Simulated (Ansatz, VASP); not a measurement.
**Two plane-wave programs on Ca2Ir**

Contents of INCAR:

```
ALGO = Fast
EDIFF = 1E-6
EDIFFG = -0.04
ENCUT = 600
GGA = PE
IBRION = 2
ISIF = 3
ISMEAR = 0
LASPH = T
LCHARG = F
LREAL = F
LWAVE = F
NELM = 100
NSW = 90
PREC = Accurate
SIGMA = 0.1
```

Contents of KPOINTS:

```
k-points
0
Gamma
  6 6 6
```

File POSCAR:

```
Ca2Ir
1.0
    0.0000000000      2.9963092200      2.9963092200
    2.9963092200      0.0000000000      2.9963092200
    2.9963092200      2.9963092200      0.0000000000
Ca Ir
2 1
Direct
    0.2500000000      0.2500000000      0.2500000000
    0.7500000000      0.7500000000      0.7500000000
    0.0000000000      0.0000000000      0.0000000000
```

Input for Ansatz:

```yaml
crystal:
  lattice:
    - [0.0, 2.99630922, 2.99630922]
    - [2.99630922, 0.0, 2.99630922]
    - [2.99630922, 2.99630922, 0.0]
  atoms:
    - { symbol: Ca, position: [0.25, 0.25, 0.25] }
    - { symbol: Ca, position: [0.75, 0.75, 0.75] }
    - { symbol: Ir, position: [0.0, 0.0, 0.0] }
basis:
  ecutwfc: 420
kpoints:
  mp_grid: { grid: [6, 6, 6] }
hamiltonian:
  xc: pbe
scf:
  occupations: { method: gaussian, width: 0.1 }
  lower_state_search: "off"
output:
  forces: true
  stress: true
  eigenvalues: true
relax:
  adjacent_minimum: "off"
  f_tol: 0.04
  max_steps: 70
  cell: { stress_tol: 0.4 }
```

Change from the starting cell: species swapped into the CaF2 type (Fm-3m, No. 225).

Alike in both runs: task relaxation of cell and atoms; functional PBE; k mesh 6 × 6 × 6; occupations gaussian, width 0.1 eV; no spin polarisation.

|  | VASP | Ansatz |
| --- | --- | --- |
| version | VASP 6.6.1 | Ansatz 0.2.0 |
| potentials or method | VASP PAW PBE potentials, release 64 (Ca_sv, Ir), cutoff 600 eV | scalar-relativistic, plane waves, PAW |
| valence electrons in the cell | 29 | 37 |

|  | VASP | Ansatz | Ansatz less VASP |
| --- | --- | --- | --- |
| gap on the k mesh at the Fermi level, each at its own relaxed structure (eV) | none | none | - |
| relaxed volume (Å³/atom) | 27.33 | 26.96 | -0.363 |
| relaxed length of the cell vector where the two differ most in proportion (Å) | 4.876 | 4.854 | -0.0217 |

A gap of «none» marks a metal or a gap that the smearing closes. VASP's potentials hold 29 valence electrons a cell and Ansatz's 37, so a difference there can come from the potentials and not from the codes.

Neither program's run includes spin-orbit coupling. Noted on VASP's run: the volume moved by over 15 % at a fixed basis, so the end points are rough.
